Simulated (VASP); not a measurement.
Wanted: the native input for a VASP 6.6.1 run.

```
Task                   : single point
Functional             : PBEsol
Potentials or basis    : VASP PAW PBE potentials, release 64 (Mg, B)
Cutoff                 : 520 eV
k mesh                 : 15 × 15 × 12
Occupations            : fermi-dirac, width 0.15 eV
Spin                   : no spin polarisation
Dipole correction      : no
Further INCAR settings : ALGO = Normal; EDIFF = 1e-06; NBANDS = 11
```

The structure of MgB2 lies in POSCAR:

```
MgB2
1.0
    3.0385946376      0.0000000000      0.0000000000
   -1.5192973188      2.6315001480      0.0000000000
    0.0000000000      0.0000000000      3.4450968801
Mg B
1 2
Direct
    0.0000000000      0.0000000000      0.0000000000
    0.3333333333      0.6666666667      0.5000000000
    0.6666666667      0.3333333333      0.5000000000
```

The input as run:

INCAR

```
SYSTEM = MgB2
PREC = Accurate
ENCUT = 520
EDIFF = 1E-6
ISMEAR = -1
SIGMA = 0.15
LREAL = .False.
LASPH = .True.
NELM = 100
ALGO = Normal
ISIF = 2
LWAVE = .False.
LCHARG = .False.
GGA = PS
NBANDS = 11
```

KPOINTS

```
regular mesh
0
Gamma
  15 15 12
  0 0 0
```

Potentials or basis: VASP PAW PBE potentials, release 64 (Mg, B).

The run is started by

```bash
$ cat potpaw_PBE.64/Mg/POTCAR potpaw_PBE.64/B/POTCAR > POTCAR
$ mpirun -np 1 vasp_std > vasp.out
```

It gave:

```yaml
Pressure: 5.0 GPa
Band_gap_on_the_k_mesh: zero (band 4 reaches 7.46 eV, above the bottom of band 5 at 3.45 eV)
```

Caveat: the PAW data sets were made with another functional, which shifts forces and pressure a little.

It took 17 s on 1 thread of Intel(R) Xeon(R) 6975P-C (Granite Rapids), on a shared host, peak memory 0.18 GiB.
